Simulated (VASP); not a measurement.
Here is a VASP 6.6.1 calculation.

File INCAR:

```
SYSTEM = AlN
  PREC = Accurate
  ENCUT = 520
  EDIFF = 1E-6
  ISMEAR = 0
  SIGMA = 0.05
  LREAL = .FALSE.
  LASPH = .TRUE.
  NELM = 100
  ALGO = Normal
  ISIF = 2
  LWAVE = .FALSE.
  LCHARG = .FALSE.
  NBANDS = 26
```

File KPOINTS:

```
Automatic mesh
0
G
  8 6 4
  0 0 0
```

The input POSCAR:

```
AlN
1.0
   -1.6378403119      2.8368226349      0.0000000000
    0.0000000000      0.0000000000      4.1006264518
    4.9135209358      2.8368226349      0.0000000000
Al N
4 4
Direct
    0.5364958047      0.7500000000      0.3050143626
    1.0000000000      0.7500000000      0.6666666667
    0.0000000000      0.2500000000      0.3333333333
    0.5000000000      0.2500000000      0.8333333333
    0.5000000000      0.2500000000      0.1666666667
    1.0000000000      0.2500000000      0.6666666667
    0.0000000000      0.7500000000      0.3333333333
    0.5000000000      0.7500000000      0.8333333333
```

Potentials or basis: VASP PAW LDA potentials, release 64 (Al, N).

The run is started by

```sh
$ cat potpaw_LDA.64/Al/POTCAR potpaw_LDA.64/N/POTCAR > POTCAR
$ mpirun -np 1 vasp_std > vasp.out
```

Question: Predict the pressure.

Answer: 15.6 GPa.

Question: Predict the largest force.

Answer: 11.524 eV/Å.

Forces in eV/Å, atoms in the order of the input:
```
Al   -0.398 -11.517   0.000
Al    2.919   1.995   0.000
Al   -1.190  -0.097   0.000
Al    0.858   0.489   0.000
N     2.381   1.604   0.000
N    -0.969  -0.561   0.000
N    -2.034   8.940   0.000
N    -1.567  -0.853   0.000
```

Caveat: the cell differs from its parent crystal (atom 1 (Al) moved by +0.620 Å along [1 0 0] and +0.496 Å along [1 2 0]); forces of over 1 eV/Å act on the atoms, so gaps and moduli don't describe the material at rest.
